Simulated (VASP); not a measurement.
Crystal: KF.

```
CELL_PARAMETERS angstrom
3.17887 0.00000 0.00000
0.00000 3.17887 0.00000
0.00000 0.00000 3.17887
ATOMIC_POSITIONS crystal
K 0.00000 0.00000 0.00000
F 0.50000 0.50000 0.50000
```

Base run:

| Quantity | Value |
| --- | --- |
| Program | VASP 6.6.1 |
| Functional | r2SCAN |
| Potentials or basis | VASP PAW PBE potentials, release 64 (K_sv, F) |
| Cutoff | 520 eV |
| k mesh | 6 × 6 × 6 |
| Occupations | gaussian, width 0.01 eV |
| Spin | no spin polarisation |

Its results: band gap on the k mesh 7.73 eV, indirect (least direct gap 7.76 eV); pressure 0.0 GPa.

Question: The run is repeated on the same cell with these changes: functional from r2SCAN to PBE. What comes out?

Answer: Band gap on the k mesh 6.80 eV, indirect (least direct gap 6.83 eV); pressure 3.0 GPa.

r2SCAN gives the wider gap, since meta-GGAs in the generalised Kohn-Sham scheme recover part of the derivative discontinuity.

Caveats: the PAW data sets were made with another functional, which shifts forces and pressure a little (some runs).

A k mesh can miss the band edges.
